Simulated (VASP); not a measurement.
Write the native input for VASP 6.6.1 that does the following.

```
Task                   : single point
Functional             : PBE
Potentials or basis    : VASP PAW PBE potentials, release 64 (Ta_pv, N)
Cutoff                 : 520 eV
k mesh                 : 18 × 18 × 10
Occupations            : gaussian, width 0.1 eV
Spin                   : no spin polarisation
Dipole correction      : no
Further INCAR settings : ALGO = Normal; EDIFF = 1e-06; NBANDS = 20
```

The structure of Ta2N lies in POSCAR:

```
Ta2N
1.0
    3.1011703645      0.0000000000      0.0000000000
   -1.5505851823      2.6856923171      0.0000000000
    0.0000000000      0.0000000000      4.8823535609
Ta N
2 1
Direct
    0.3333333333      0.6666666667      0.7551016619
    0.6666666667      0.3333333333      0.2448983381
    0.0000000000      0.0000000000      0.5000000000
```

The input as run:

INCAR

```
ALGO = Normal
EDIFF = 1E-6
ENCUT = 520
GGA = PE
ISIF = 2
ISMEAR = 0
LASPH = T
LCHARG = F
LREAL = F
LWAVE = F
NBANDS = 20
NELM = 100
PREC = Accurate
SIGMA = 0.1
```

KPOINTS

```
k-points
0
Gamma
  18 18 10
```

Potentials or basis: VASP PAW PBE potentials, release 64 (Ta_pv, N).

Launch:

```console
$ cat potpaw_PBE.64/Ta_pv/POTCAR potpaw_PBE.64/N/POTCAR > POTCAR
$ mpirun -np 1 vasp_std > vasp.out
```

It gave:

```json
{"Pressure": "0.4 GPa", "Largest force": "0.044 eV/Å"}
```

Wall time 7.9 min on 1 thread of Oxide Virtual Turin-like Processor, on a shared host, peak memory 0.31 GiB.
